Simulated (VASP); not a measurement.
A run of VASP 6.6.1 is set up as follows.

POSCAR

```
CsSnI3
1.0
    6.2414907048      0.0000000000      0.0000000000
    0.0000000000      6.2414907048      0.0000000000
    0.0000000000      0.0000000000      6.1166608907
Cs Sn I
1 1 3
Direct
    0.0000000000      0.0000000000      0.0000000000
    0.5000000000      0.5000000000      0.5000000000
    0.5000000000      0.5000000000      0.0000000000
    0.5000000000      0.0000000000      0.5000000000
    0.0000000000      0.5000000000      0.5000000000
```

File INCAR.step1:

```
SYSTEM = CsSnI3
ALGO = Normal
EDIFF = 1E-4
ENCUT = 520
GGA = PE
ISMEAR = 0
LASPH = .True.
LCHARG = .False.
LREAL = .False.
LWAVE = .True.
NBANDS = 30
NELM = 60
PREC = Accurate
SIGMA = 0.01
```

INCAR.step2

```
SYSTEM = CsSnI3
ALGO = Normal
EDIFF = 1E-6
ENCUT = 520
ISIF = 2
ISMEAR = 0
ISTART = 1
LASPH = .True.
LCHARG = .False.
LMIXTAU = .True.
LREAL = .False.
LWAVE = .False.
METAGGA = R2SCAN
NBANDS = 30
NELM = 60
PREC = Accurate
SIGMA = 0.01
```

KPOINTS

```
k-points
0
Gamma
  4 4 4
  0 0 0
```

Potentials or basis: VASP PAW PBE potentials, release 64 (Cs_sv, Sn_d, I).

Run with:

```sh
$ cat potpaw_PBE.64/Cs_sv/POTCAR potpaw_PBE.64/Sn_d/POTCAR potpaw_PBE.64/I/POTCAR > POTCAR
$ cp INCAR.step1 INCAR
$ mpirun -np 1 vasp_std > vasp.out
$ cp INCAR.step2 INCAR
$ mpirun -np 1 vasp_std > vasp.out
```

Q: What does it give for the pressure?

A: 0.4 GPa.

Q: Predict the band gap on the k mesh.

A: 0.35 eV.

Stress tensor (GPa, compression positive):
```
0.12 0.00 0.00
0.00 0.12 0.00
0.00 0.00 0.95
```

Caveat: the cell differs from its parent crystal (uniaxial z strain -2.0%); the PAW data sets were made with another functional, which shifts forces and pressure a little; spin-orbit coupling is left out, which moves the levels of the heavy elements. A k mesh can miss the band edges.
